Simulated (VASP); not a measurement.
Here is a VASP 6.6.1 calculation.

INCAR

```
  PREC = Accurate
  ENCUT = 520
  EDIFF = 1E-6
  ISMEAR = -1
  SIGMA = 0.05
  LREAL = False
  LASPH = True
  NELM = 150
  ALGO = Normal
  ISIF = 2
  LWAVE = False
  LCHARG = False
  ISPIN = 2
  MAGMOM = 0 0 4 1 0 0 0 0 0 0
  LORBIT = 11
  LMAXMIX = 6
  GGA = B5
  ALDAX = 1.0
  AGGAX = 1.0
  AGGAC = 1.0
  ALDAC = 0.0
  NBANDS = 56
```

KPOINTS

```
regular mesh
0
Gamma
  5 5 5
```

POSCAR

```
NaLaMnMoO6
1.0
   -2.7229400000      2.7229400000      3.8988900000
    2.7229400000     -2.7229400000      3.8988900000
    2.7229400000      2.7229400000     -3.8988900000
Na La Mn Mo O
1 1 1 1 6
Direct
    0.2500000000      0.7500000000      0.5000000000
    0.7500000000      0.2500000000      0.5000000000
    0.5000000000      0.5000000000      0.0000000000
    0.0000000000      0.0000000000      0.0000000000
    0.2076600000      0.2960700000      0.5037100000
    0.2960500000      0.7923400000      0.0884100000
    0.7923600000      0.7039500000      0.4962900000
    0.7039300000      0.2076400000      0.9115900000
    0.2519400000      0.2519400000      0.0000000000
    0.7480600000      0.7480600000      0.0000000000
```

Potentials or basis: VASP PAW PBE potentials, release 64 (Na_pv, La, Mn_pv, Mo_sv, O).

The run is started by

```sh
$ cat potpaw_PBE.64/Na_pv/POTCAR potpaw_PBE.64/La/POTCAR potpaw_PBE.64/Mn_pv/POTCAR potpaw_PBE.64/Mo_sv/POTCAR potpaw_PBE.64/O/POTCAR > POTCAR
$ mpirun -np 1 vasp_std > vasp.out
```

Predict the pressure.

6.0 GPa.

Predict the site moments.

Na -0.00; La +0.02; Mn -2.17; Mo +0.57; O -0.01 μB.

Forces in eV/Å, atoms in the order of the input:
```
Na   0.000  0.000  0.000
La   0.000  0.000  0.000
Mn   0.000  0.000  0.000
Mo   0.000  0.000  0.000
O    0.119 -0.018  0.044
O    0.018  0.119 -0.044
O   -0.119  0.018  0.044
O   -0.018 -0.119 -0.044
O    0.000  0.000  0.170
O    0.000  0.000 -0.170
```

Caveat: the cell stands under pressure; the PAW data sets were made with another functional, which shifts forces and pressure a little; a cell with one magnetic atom can't hold antiferromagnetic order, which such compounds often take.
